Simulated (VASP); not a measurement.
# Ge (I4_1/amd) in VASP: notebook

The runs below take Ge through single point, with r2SCAN.

All numbers are computed with VASP 6.6.1; they aren't measurements. Logs are shortened: lines on timing, memory, paths and dates and some standing lists are left out, and cuts for length are marked.

## Step 1: The cell of the first run

The structure is tetragonal, space group I4_1/amd (No. 141). Conventional cell: a = 5.149 Å, b = 5.149 Å, c = 2.795 Å, α = 90.00°, β = 90.00°, γ = 90.00°. Ge (site symmetry -4m2) has 10 Ge at 2.67 to 3.32 Å within 3.5 Å.

## Step 2: Single point, r2SCAN

POSCAR

```
Ge
1.0
   -2.5744897200      2.5744897200      1.3974126400
    2.5744897200     -2.5744897200      1.3974126400
    2.5744897200      2.5744897200     -1.3974126400
Ge
2
Direct
    0.2500000000      0.7500000000      0.5000000000
    0.5000000000      0.5000000000      0.0000000000
```

INCAR.step1

```
SYSTEM = Ge
PREC     = Accurate       ! precision mode
ENCUT    = 520            ! plane-wave cutoff, eV
ISMEAR   = -1             ! smearing method
SIGMA    = 0.5            ! smearing width, eV
LREAL    = .FALSE.        ! projectors in reciprocal space
LASPH    = .TRUE.         ! aspherical terms in the spheres
NELM     = 60             ! most SCF steps
NBANDS   = 21             ! bands
GGA      = PE             ! functional
ALGO     = Normal         ! electronic algorithm
EDIFF    = 1E-4           ! SCF threshold, eV
LWAVE    = .TRUE.         ! write WAVECAR
LCHARG   = .FALSE.        ! write CHGCAR
```

INCAR.step2

```
SYSTEM = Ge
PREC     = Accurate       ! precision mode
ENCUT    = 520            ! plane-wave cutoff, eV
EDIFF    = 1E-7           ! SCF threshold, eV
ISMEAR   = -1             ! smearing method
SIGMA    = 0.5            ! smearing width, eV
LREAL    = .FALSE.        ! projectors in reciprocal space
LASPH    = .TRUE.         ! aspherical terms in the spheres
NELM     = 60             ! most SCF steps
ALGO     = Normal         ! electronic algorithm
ISIF     = 2              ! what is computed and relaxed
LWAVE    = .FALSE.        ! write WAVECAR
LCHARG   = .FALSE.        ! write CHGCAR
METAGGA  = R2SCAN         ! meta-GGA
LMIXTAU  = .TRUE.       
NBANDS   = 21             ! bands
ISTART   = 1
```

KPOINTS

```
Automatic mesh
0
Gamma
  12 12 12
  0.5 0.5 0.5
```

Potentials or basis: VASP PAW PBE potentials, release 64 (Ge_d).

Run with:

```bash
$ cat potpaw_PBE.64/Ge_d/POTCAR > POTCAR
$ cp INCAR.step1 INCAR
$ mpirun -np 1 vasp_std > vasp.out
$ cp INCAR.step2 INCAR
$ mpirun -np 1 vasp_std > vasp.out
```

OUTCAR:

```text
SYSTEM = Ge
   PREC = Accurate
   ENCUT = 520
   EDIFF = 1E-7
   ISMEAR = -1
   LREAL = .FALSE.
   LASPH = .TRUE.
   NELM = 60
   ISIF = 2
   METAGGA = R2SCAN
   ISTART = 1

 ion  position               nearest neighbor table
   1  0.250  0.750  0.500-   2 2.67   2 2.67   2 2.67   2 2.67
   2  0.500  0.500  0.000-   1 2.67   1 2.67   1 2.67   1 2.67

  LATTYP: Found a body centered tetragonal cell.
 ALAT       =     5.1489794400
 C/A-ratio  =     0.5427920839

  Lattice vectors:

 A1 = (  -2.5744897200,   2.5744897200,   1.3974126400)
 A2 = (   2.5744897200,  -2.5744897200,   1.3974126400)
 A3 = (   2.5744897200,   2.5744897200,  -1.3974126400)

Analysis of symmetry for initial positions (statically):
=====================================================================
 Subroutine PRICEL returns:
 Original cell was already a primitive cell.

 Routine SETGRP: Setting up the symmetry group for a
 body centered tetragonal supercell.

 Subroutine GETGRP returns: Found 16 space group operations
 (whereof  8 operations were pure point group operations)
 out of a pool of 16 trial point group operations.

The static configuration has the point symmetry D_2d.
 The point group associated with its full space group is D_4h.

Analysis of symmetry for dynamics (positions and initial velocities):
=====================================================================
 Subroutine PRICEL returns:
 Original cell was already a primitive cell.

 Routine SETGRP: Setting up the symmetry group for a
 body centered tetragonal supercell.

 Subroutine GETGRP returns: Found 16 space group operations
 (whereof  8 operations were pure point group operations)
 out of a pool of 16 trial point group operations.

The dynamic configuration has the point symmetry D_2d.
 The point group associated with its full space group is D_4h.

 Subroutine INISYM returns: Found 16 space group operations
 (whereof  8 operations are pure point group operations),
 and found     1 'primitive' translations

----------------------------------------------------------------------------------------

                                     Primitive cell

  volume of cell :      37.0482

  direct lattice vectors                    reciprocal lattice vectors
    -2.574489720  2.574489720  1.397412640     0.000000000  0.194213244  0.357804120
     2.574489720 -2.574489720  1.397412640     0.194213244  0.000000000  0.357804120
     2.574489720  2.574489720 -1.397412640     0.194213244  0.194213244  0.000000000

  length of vectors
     3.899840602  3.899840602  3.899840602     0.407114938  0.407114938  0.274659004

  position of ions in fractional coordinates (direct lattice)
     0.250000000  0.750000000  0.500000000
     0.500000000  0.500000000  0.000000000

  ion indices of the primitive-cell ions
   primitive index   ion index
                 1           1
                 2           2

----------------------------------------------------------------------------------------

 KPOINTS: Automatic mesh

Automatic generation of k-mesh.
 Grid dimensions read from file:
 generate k-points for:   12   12   12

 Generating k-lattice:

  Cartesian coordinates                     Fractional coordinates (reciprocal lattice)
     0.000000000  0.016184437  0.029817010     0.083333333  0.000000000  0.000000000
     0.016184437  0.000000000  0.029817010     0.000000000  0.083333333  0.000000000
     0.016184437  0.016184437  0.000000000     0.000000000  0.000000000  0.083333333

  Length of vectors
     0.033926245  0.033926245  0.022888250

  Shift w.r.t. Gamma in fractional coordinates (k-lattice)
     0.500000000  0.500000000  0.500000000

 Subroutine IBZKPT returns following result:
 ===========================================

 Found    159 irreducible k-points:

 Following reciprocal coordinates:
            Coordinates               Weight
  0.041667  0.041667  0.041667      8.000000
  0.125000  0.041667  0.041667     16.000000
  0.208333  0.041667  0.041667     16.000000
  0.291667  0.041667  0.041667     16.000000
  0.375000  0.041667  0.041667     16.000000
  0.458333  0.041667  0.041667      8.000000
[... 16 lines left out ...]
 -0.458333  0.208333  0.041667     16.000000
 -0.375000  0.208333  0.041667     16.000000
 [... further k-points ...]
   k-points           NKPTS =    159   k-points in BZ     NKDIM =    159   number of bands    NBANDS=     21
   number of dos      NEDOS =    301   number of ions     NIONS =      2
   total plane-waves  NPLWV =  27000
   dimension x,y,z NGX =    30 NGY =   30 NGZ =   30
   dimension x,y,z NGXF=    60 NGYF=   60 NGZF=   60
   ions per type =               2
   NGX,Y,Z   is equivalent  to a cutoff of  12.79, 12.79, 12.79 a.u.
   NGXF,Y,Z  is equivalent  to a cutoff of  25.58, 25.58, 25.58 a.u.
 SYSTEM =  Ge
   PREC   = accura    normal or accurate (medium, high low for compatibility)
   ISTART =      1    job   : 0-new  1-cont  2-samecut
   ICHARG =      0    charge: 1-file 2-atom 10-const
   ISPIN  =      1    spin polarized calculation?
   LNONCOLLINEAR =      F non collinear calculations
   LSORBIT =      F    spin-orbit coupling
   LASPH  =      T    aspherical Exc in radial PAW
   ENCUT  =  520.0 eV  38.22 Ry    6.18 a.u.   7.25  7.25  7.25*2*pi/ulx,y,z
   NELM   =     60;   NELMIN=  2; NELMDL=  0     # of ELM steps
   EDIFF  = 0.1E-06   stopping-criterion for ELM
   LREAL  =      F    real-space projection
   EDIFFG = 0.1E-05   stopping-criterion for IOM
   NSW    =      0    number of steps for IOM
   IBRION =     -1    ionic relax: 0-MD 1-quasi-New 2-CG
   NFREE  =      0    steps in history (QN), initial steepest desc. (CG)
   ISIF   =      2    stress and relaxation
   ISYM   =      2    0-nonsym 1-usesym 2-fastsym
   POTIM  = 0.5000    time-step for ionic-motion
   TEBEG  =    0.0;   TEEND  =   0.0 temperature during run
   PSTRESS=    0.0 pullay stress
   NELECT =      28.0000    total number of electrons
   NUPDOWN=      -1.0000    fix difference up-down
   EMIN   =  10.00;   EMAX   =-10.00  energy-range for DOS
   EFERMI =   0.00;   METHOD = LEGACY
   ISMEAR =    -1;   SIGMA  =   0.50  broadening in eV -4-tet -1-fermi 0-gaus
   EFERMI_NEDOS =   21; number of points for ismear=-14 and -15
   IALGO  =     38    algorithm
   IMIX   =      4    mixing-type and parameters
     AMIX     =   0.40;   BMIX     =  1.00
     AMIX_MAG =   1.60;   BMIX_MAG =  1.00
  volume/ion in A,a.u.               =      18.52       125.01
  Fermi-wavevector in a.u.,A,eV,Ry     =   1.491209  2.817976 30.255333  2.223704
  Thomas-Fermi vector in A             =   2.603893
   LORBIT       =      0    0 simple, 1 ext, 2 COOP (PROOUT), +10 PAW based schemes
   METAGGA = R2SCAN    functional components
   LHFCALC =     F    Hartree Fock is set to
   AEXX    =    0.0000 exact exchange contribution
   IVDW    =     0    specifies the selected vdW correction
   LEPSILON=     F    determine dielectric tensor
   LRPA    =     F    only Hartree local field effects (RPA)
 non-spin polarized calculation
  energy-cutoff  :      520.00
  volume of cell :       37.05
 maximum number of plane-waves:      1021
 NGX is ok and might be reduce to    30
   NGX = 15   NGY = 15   NGZ = 15

 number of electron      28.0000028 magnetization

 Free energy of the ion-electron system (eV)
  ---------------------------------------------------
  ext. energy  EPLUGINS =         0.00000000
  ---------------------------------------------------
  free energy    TOTEN  =       -27.33472534 eV

  energy without entropy =      -26.69807663  energy(sigma->0) =      -27.01640099

 E-fermi :   6.6998     XC(G=0): -12.3761

 val. band max:        6.6909321103   @ k =   0.3750   0.3750   0.1250
 cond. band min:       6.7096743229   @ k =   0.1250   0.1250   0.0417
 fundamental gap:      0.0187422126
 Fermi energy:         6.6997779970

 k-point     1 :       0.0417    0.0417    0.0417
  band No.  band energies     occupation
      1     -18.7911      2.00000
      2     -18.7366      2.00000
      3     -18.7075      2.00000
      4     -18.7026      2.00000
      5     -18.6066      2.00000
      6     -18.6038      2.00000
[... 13 lines left out ...]
     20      18.8355      0.00000
     21      19.6622      0.00000

 k-point     2 :       0.1250    0.0417    0.0417
  band No.  band energies     occupation
      1     -18.7826      2.00000
      2     -18.7118      2.00000
      3     -18.6974      2.00000
      4     -18.6747      2.00000
      5     -18.6213      2.00000
      6     -18.6125      2.00000
[... 13 lines left out ...]
     20      17.3529      0.00000
     21      17.9626      0.00000

 k-point     3 :       0.2083    0.0417    0.0417
  band No.  band energies     occupation
      1     -18.7704      2.00000
      2     -18.6878      2.00000
      3     -18.6841      2.00000
      4     -18.6568      2.00000
      5     -18.6374      2.00000
      6     -18.6151      2.00000
[... 13 lines left out ...]
     20      16.1447      0.00000
     21      17.5349      0.00000

 k-point     4 :       0.2917    0.0417    0.0417
  band No.  band energies     occupation
      1     -18.7592      2.00000
      2     -18.6845      2.00000
      3     -18.6728      2.00000
      4     -18.6673      2.00000
      5     -18.6431      2.00000
      6     -18.6259      2.00000
[... 13 lines left out ...]
     20      15.8432      0.00000
     21      18.2871      0.00000

 k-point     5 :       0.3750    0.0417    0.0417
  band No.  band energies     occupation
      1     -18.7512      2.00000
      2     -18.6939      2.00000
      3     -18.6870      2.00000
      4     -18.6636      2.00000
      5     -18.6353      2.00000
      6     -18.6349      2.00000
[... 13 lines left out ...]
     20      17.9416      0.00000
     21      19.5199      0.00000

 k-point     6 :       0.4583    0.0417    0.0417
  band No.  band energies     occupation
      1     -18.7473      2.00000
      2     -18.7014      2.00000
      3     -18.6931      2.00000
      4     -18.6600      2.00000
      5     -18.6383      2.00000
      6     -18.6304      2.00000
[... 13 lines left out ...]
     20      18.6075      0.00000
     21      19.7226      0.00000

 k-point     7 :      -0.0417    0.0417    0.0417
  band No.  band energies     occupation
      1     -18.7939      2.00000
      2     -18.7464      2.00000
      3     -18.7146      2.00000
      4     -18.7112      2.00000
      5     -18.5983      2.00000
      6     -18.5982      2.00000
[... 13 lines left out ...]
     20      19.0645      0.00000
     21      19.7901      0.00000
[... 291 lines left out ...]
      1     -18.7552      2.00000
      2     -18.7039      2.00000
      3     -18.6797      2.00000
      4     -18.6584      2.00000
      5     -18.6475      2.00000
      6     -18.6104      2.00000
[... 13 lines left out ...]
     20      17.5396      0.00000
     21      19.1864      0.00000

 k-point    21 :       0.3750    0.2083    0.0417
  band No.  band energies     occupation
      1     -18.7469      2.00000
      2     -18.7050      2.00000
      3     -18.6872      2.00000
      4     -18.6577      2.00000
      5     -18.6398      2.00000
      6     -18.6027      2.00000
[... 13 lines left out ...]
     20      17.1268      0.00000
     21      18.1333      0.00000

 k-point    22 :       0.4583    0.2083    0.0417
  band No.  band energies     occupation
      1     -18.7413      2.00000
      2     -18.6974      2.00000
      3     -18.6873      2.00000
      4     -18.6553      2.00000
      5     -18.6417      2.00000
      6     -18.6053      2.00000
[... 13 lines left out ...]
     20      17.6507      0.00000
     21      19.4995      0.00000

 k-point    23 :      -0.4583    0.2083    0.0417
  band No.  band energies     occupation
      1     -18.7435      2.00000
      2     -18.6983      2.00000
      3     -18.6842      2.00000
      4     -18.6564      2.00000
      5     -18.6474      2.00000
      6     -18.6066      2.00000
[... 13 lines left out ...]
     20      17.9036      0.00000
     21      18.6584      0.00000

 k-point    24 :      -0.3750    0.2083    0.0417
  band No.  band energies     occupation
      1     -18.7516      2.00000
      2     -18.7194      2.00000
      3     -18.6982      2.00000
      4     -18.6676      2.00000
      5     -18.6357      2.00000
      6     -18.5997      2.00000
[... 13 lines left out ...]
     20      18.8248      0.00000
     21      19.5132      0.00000

 [... further k-points ...]

------------------------ aborting loop because EDIFF is reached ----------------------------------------

  FORCE on cell =-STRESS in cart. coord.  units (eV):
  Direction    XX          YY          ZZ          XY          YZ          ZX
  --------------------------------------------------------------------------------------
  -------------------------------------------------------------------------------------
  Total        0.4283353      0.4283353      0.5593540      0.0000000     -0.0000000      0.0000000
  in kB       18.5236862     18.5236862     24.1896927      0.0000000     -0.0000000      0.0000000
  external PRESSURE =      20.4123551 kB  Pullay stress =       0.0000000 kB

 VOLUME and BASIS-vectors are now :
 -----------------------------------------------------------------------------
  energy-cutoff  :      520.00
  volume of cell :       37.05
      direct lattice vectors                 reciprocal lattice vectors
    -2.574489720  2.574489720  1.397412640     0.000000000  0.194213244  0.357804120
     2.574489720 -2.574489720  1.397412640     0.194213244  0.000000000  0.357804120
     2.574489720  2.574489720 -1.397412640     0.194213244  0.194213244  0.000000000

 POSITION                                       TOTAL-FORCE (eV/Angst)
 -----------------------------------------------------------------------------------
      2.57449      0.00000      0.69871        -0.000000      0.000000     -0.000000
      0.00000      0.00000      1.39741         0.000000     -0.000000      0.000000
 -----------------------------------------------------------------------------------
    total drift:                                0.000000     -0.000000      0.000000

  FREE ENERGIE OF THE ION-ELECTRON SYSTEM (eV)
  ---------------------------------------------------
  free  energy   TOTEN  =       -27.3347253400 eV

  energy  without entropy=      -26.6980766336  energy(sigma->0) =      -27.01640099
```

It took 8.9 min on 1 thread of Intel Xeon 8259CL, shared host; peak memory 0.21 GiB.

What came out:

```
Free energy            : -27.3347 eV
Pressure               : 2.0 GPa
Band gap on the k mesh : zero (bands 14 and 15 overlap by 5.06 eV)
```

Stress tensor (GPa, compression positive):
```
1.85 0.00 0.00
0.00 1.85 0.00
0.00 0.00 2.42
```

Caveat: so wide a smearing shifts energies and pressures; the PAW data sets were made with another functional, which shifts forces and pressure a little.

## Step 3: Single point, r2SCAN

POSCAR is that of step 2.

INCAR.step1

```
  PREC = Accurate
  ENCUT = 520
  ISMEAR = -1
  SIGMA = 0.3
  LREAL = False
  LASPH = True
  NELM = 60
  NBANDS = 21
  GGA = PE
  ALGO = Normal
  EDIFF = 1E-4
  LWAVE = True
  LCHARG = False
```

INCAR.step2

```
  PREC = Accurate
  ENCUT = 520
  EDIFF = 1E-6
  ISMEAR = -1
  SIGMA = 0.3
  LREAL = False
  LASPH = True
  NELM = 60
  ALGO = Normal
  ISIF = 2
  LWAVE = False
  LCHARG = True
  METAGGA = R2SCAN
  LMIXTAU = True
  LELF = True
  LVHAR = True
  NBANDS = 21
  ISTART = 1
```

KPOINTS is that of step 2.

Potentials or basis: VASP PAW PBE potentials, release 64 (Ge_d).

Run with:

```bash
$ cat potpaw_PBE.64/Ge_d/POTCAR > POTCAR
$ cp INCAR.step1 INCAR
$ mpirun -np 1 vasp_std > vasp.out
$ cp INCAR.step2 INCAR
$ mpirun -np 1 vasp_std > vasp.out
```

It took 6.7 min on 1 thread of Intel Xeon 8259CL, shared host; peak memory 0.21 GiB.

Results (log left out):

```
Free energy            : -27.1342 eV
Pressure               : 0.9 GPa
Band gap on the k mesh : zero (bands 14 and 15 overlap by 5.06 eV)
```

Stress tensor (GPa, compression positive):
```
0.52 0.00 0.00
0.00 0.52 0.00
0.00 0.00 1.61
```

Levels at points of the mesh, in eV from the Fermi level:
| k point | band 12 | band 13 | band 14 | band 15 | band 16 | band 17 |
| --- | --- | --- | --- | --- | --- | --- |
| (0.04, 0.04, 0.04) | -4.81 | -2.33 | -1.78 | 4.27 | 6.60 | 7.23 |

Caveat: so wide a smearing shifts energies and pressures; the PAW data sets were made with another functional, which shifts forces and pressure a little.

## Step 4: Single point, r2SCAN

POSCAR is that of step 3.

INCAR.step1

```
SYSTEM = Ge
ALGO     = Normal         ! electronic algorithm
EDIFF    = 1E-4           ! SCF threshold, eV
ENCUT    = 520            ! plane-wave cutoff, eV
GGA      = PE             ! functional
ISMEAR   = -1             ! smearing method
LASPH    = .TRUE.         ! aspherical terms in the spheres
LCHARG   = .FALSE.        ! write CHGCAR
LREAL    = .FALSE.        ! projectors in reciprocal space
LWAVE    = .TRUE.         ! write WAVECAR
NBANDS   = 21             ! bands
NELM     = 80             ! most SCF steps
PREC     = Accurate       ! precision mode
SIGMA    = 0.2            ! smearing width, eV
```

INCAR.step2

```
SYSTEM = Ge
ALGO     = Normal         ! electronic algorithm
EDIFF    = 1E-6           ! SCF threshold, eV
ENCUT    = 520            ! plane-wave cutoff, eV
ISIF     = 2              ! what is computed and relaxed
ISMEAR   = -1             ! smearing method
ISTART   = 1            
LASPH    = .TRUE.         ! aspherical terms in the spheres
LCHARG   = .TRUE.         ! write CHGCAR
LELF     = .TRUE.         ! ELF
LMIXTAU  = .TRUE.       
LREAL    = .FALSE.        ! projectors in reciprocal space
LVHAR    = .TRUE.       
LWAVE    = .FALSE.        ! write WAVECAR
METAGGA  = R2SCAN         ! meta-GGA
NBANDS   = 21             ! bands
NELM     = 80             ! most SCF steps
PREC     = Accurate       ! precision mode
SIGMA    = 0.2            ! smearing width, eV
```

KPOINTS is that of step 3.

Run with:

```bash
$ cat potpaw_PBE.64/Ge_d/POTCAR > POTCAR
$ cp INCAR.step1 INCAR
$ mpirun -np 1 vasp_std > vasp.out
$ cp INCAR.step2 INCAR
$ mpirun -np 1 vasp_std > vasp.out
```

Run time: 6.5 min. Hardware: 1 thread of Intel Xeon 8259CL, shared host; peak memory 0.21 GiB.

It converged, with:

```
Free energy            : -27.0734 eV
Pressure               : 0.5 GPa
Band gap on the k mesh : zero (bands 14 and 15 overlap by 5.06 eV)
```

Stress tensor (GPa, compression positive):
```
0.12 0.00 0.00
0.00 0.12 0.00
0.00 0.00 1.40
```

Levels at points of the mesh, in eV from the Fermi level:
```csv
k point,band 12,band 13,band 14,band 15,band 16,band 17
"(0.04, 0.04, 0.04)",-4.81,-2.33,-1.79,4.27,6.59,7.23
```

Caveat: the PAW data sets were made with another functional, which shifts forces and pressure a little.

[end of part 1 of 2]
